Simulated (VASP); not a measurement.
Here is a VASP 6.6.1 calculation.

File INCAR:

```
ALGO = Normal
EDIFF = 1E-7
ENCUT = 520
GGA = PS
ISIF = 2
ISMEAR = 0
LASPH = True
LCHARG = False
LREAL = False
LWAVE = False
NBANDS = 15
NELM = 80
PREC = Accurate
SIGMA = 0.05
```

Contents of KPOINTS:

```
k-points
0
Gamma
  8 8 8
```

Contents of POSCAR:

```
KF
1.0
    3.2589550000      0.0000000000      0.0000000000
    0.0000000000      3.2589550000      0.0000000000
    0.0000000000      0.0000000000      3.2589550000
K F
1 1
Direct
    0.0000000000      0.0000000000      0.0000000000
    0.5000000000      0.5000000000      0.5000000000
```

Potentials or basis: VASP PAW PBE potentials, release 64 (K_sv, F).

The run is started by

```console
$ cat potpaw_PBE.64/K_sv/POTCAR potpaw_PBE.64/F/POTCAR > POTCAR
$ mpirun -np 1 vasp_std > vasp.out
```

What does it give for the pressure?

-2.5 GPa.

Estimate the band gap on the k mesh.

6.10 eV, indirect (least direct gap 6.15 eV).

Caveat: the PAW data sets were made with another functional, which shifts forces and pressure a little. PBEsol gaps usually lie below the measured ones, often by a third to a half.
